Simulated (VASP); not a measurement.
MgO:

```
Mg O
1.0
     2.92306    0.00000    0.00000
    -1.46153    2.53144    0.00000
     0.00000    0.00000    5.09210
Mg O
2 2
Direct
  0.00000 0.00000 0.00000
  0.00000 0.00000 0.50000
  0.33333 0.66667 0.25000
  0.66667 0.33333 0.75000
```

Program: VASP 6.6.1. Alike in all runs: task single point; no spin polarisation; cell as given; cutoff (eV) 520.

**Question.** Order these runs on this cell by their pressure, lowest first.
A. level LDA; potentials or basis VASP PAW LDA potentials, release 64 (Mg, O); k mesh 12 × 12 × 6; smearing gaussian 0.01 eV
B. level PBE; potentials or basis VASP PAW PBE potentials, release 64 (Mg, O); k mesh 6 × 6 × 4; smearing gaussian 0.01 eV
C. level r2SCAN; potentials or basis VASP PAW PBE potentials, release 64 (Mg, O); k mesh 12 × 12 × 4; smearing fermi-dirac 0.02 eV

**Answer.** A (-6.7 GPa), C (-1.1 GPa), B (5.0 GPa).

Caveats: the PAW data sets were made with another functional, which shifts forces and pressure a little (at least some runs); the cell stands under pressure (at least some runs); the cell stands under tension (at least some runs).
